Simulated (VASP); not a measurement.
Wanted: the native input for a VASP 6.6.1 run.

```
Task                   : relaxation of cell and atoms
Functional             : PBE
Potentials or basis    : VASP PAW PBE potentials, release 64 (Be)
Cutoff                 : 600 eV
k mesh                 : 23 × 23 × 23
Occupations            : fermi-dirac, width 0.1 eV
Spin                   : no spin polarisation
Target pressure        : 30 GPa
Dipole correction      : no
Further INCAR settings : ALGO = Normal; EDIFF = 1e-07; IBRION = 2; EDIFFG = -0.03; NSW = 50; ISIF = 3
```

The structure of Be lies in POSCAR:

```
Be
1.0
    0.0000000000      1.5950000000      1.5950000000
    1.5950000000      0.0000000000      1.5950000000
    1.5950000000      1.5950000000      0.0000000000
Be
1
Direct
    0.0000000000      0.0000000000      0.0000000000
```

This isn't the form of Be at room conditions, which is hcp.

These files were run (other wordings do the same):

INCAR

```
SYSTEM = Be
ALGO = Normal
EDIFF = 1E-7
EDIFFG = -0.03
ENCUT = 600
GGA = PE
GGA_COMPAT = .FALSE.
IBRION = 2
ISIF = 3
ISMEAR = -1
LASPH = .TRUE.
LCHARG = .FALSE.
LREAL = .FALSE.
LWAVE = .FALSE.
NELM = 120
NELMIN = 4
NSW = 50
PREC = Accurate
PSTRESS = 300.0
SIGMA = 0.1
```

KPOINTS

```
k-points
0
G
  23 23 23
  0 0 0
```

Potentials or basis: VASP PAW PBE potentials, release 64 (Be).

The run is started by

```sh
$ cat potpaw_PBE.64/Be/POTCAR > POTCAR
$ mpirun -np 1 vasp_std > vasp.out
```

It gave:

```
Relaxed volume                                             : 6.56 Å³/atom
Relaxed cell                                               : a = 2.101 Å, b = 2.101 Å, c = 2.101 Å, α = 60.00°, β = 60.00°, γ = 60.00°
Space group after relaxing (to 0.1 Å)                      : Fm-3m (No. 225)
Energy change on relaxing (the run minimises the enthalpy) : +106.6 meV/atom
Ionic steps                                                : 3
Pressure after relaxing                                    : 30.3 GPa
Band gap on the k mesh                                     : zero (bands 1 and 2 overlap by 0.74 eV)
```

Caveat: the cell is relaxed towards a set pressure, so the run minimises the enthalpy, not the energy; the volume moved by over 15 % at a fixed basis, so the end points are rough.

It took 21 s on 1 thread of Intel(R) Xeon(R) Platinum 8259CL CPU @ 2.50GHz (Skylake/Cascade Lake), on a shared host, peak memory 0.13 GiB.
